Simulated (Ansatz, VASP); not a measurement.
**One calculation of BeH, two programs**

```
CELL_PARAMETERS angstrom
0.00000 1.82981 1.82981
1.82981 0.00000 1.82981
1.82981 1.82981 0.00000
ATOMIC_POSITIONS crystal
Be 0.00000 0.00000 0.00000
H 0.75000 0.75000 0.75000
```

Alike in both runs: functional PBE; k mesh 8 × 8 × 8; occupations gaussian, width 0.1 eV; no spin polarisation.

Ansatz relaxed the structure, and its values are those at the end. VASP's run is a single point on that final structure, the one shown.

```csv
,VASP,Ansatz
version,VASP 6.6.1,Ansatz 0.2.0
potentials or method,"VASP PAW PBE potentials, release 64 (Be, H), cutoff 520 eV","scalar-relativistic, plane waves, PAW"
valence electrons in the cell,3,3
```

|  | VASP | Ansatz | Ansatz less VASP |
| --- | --- | --- | --- |
| gap on the k mesh at the Fermi level (eV) | none | none | - |
| pressure (GPa) | -0.2 | -0.2 | +0.07 |

A gap of «none» marks a metal or a gap that the smearing closes. The functional is the same, so the differences come from potentials, cutoffs and numerics.

The k mesh is coarse, so the values compare programs but aren't converged.
